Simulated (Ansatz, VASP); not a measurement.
# MoSe in VASP and in Ansatz

```
Mo Se
1.0
     0.00000    2.71641    2.71641
     5.43282    2.71641    2.71641
     5.43282    5.43282    0.00000
Mo Se
2 2
Cartesian
  0.0000 0.0000 0.0000
  2.7164 2.7164 0.0000
  2.7164 2.7164 2.7164
  5.4328 5.4328 2.7164
```

Alike in both runs: task single point; functional r2SCAN; k mesh 12 × 12 × 6; occupations gaussian, width 0.1 eV; collinear spin; Hubbard terms Mo d U = 4.38 eV.

```csv
,VASP,Ansatz
version,VASP 6.6.1,Ansatz 0.2.0
potentials or method,"VASP PAW PBE potentials, release 64 (Mo_sv, Se), cutoff 520 eV","scalar-relativistic, plane waves, PAW"
valence electrons in the cell,40,60
```

Ansatz gave:

```
gap on the k mesh at the Fermi level (eV)                     : none
pressure (GPa)                                                : 12.8
net moment per atom (μB)                                      : 0.00
size of the moment on the site where the two differ most (μB) : 3.14
```

Problem. What did VASP give for the same quantities?

Solution. gap on the k mesh at the Fermi level (eV): none; pressure (GPa): 11.3; net moment per atom (μB): 0.00; size of the moment on the site where the two differ most (μB): 3.52.

VASP's potentials were made for PBE, not for r2SCAN. Site moments also hang on the region over which each program counts them. The programs project onto different local orbitals, so the same U acts differently, and such runs can settle in different states. A gap of «none» marks a metal or a gap that the smearing closes. VASP's potentials hold 40 valence electrons a cell and Ansatz's 60, so a difference there can come from the potentials and not from the codes. Ansatz's warnings: filled band counts differ across k points, stability check not made.
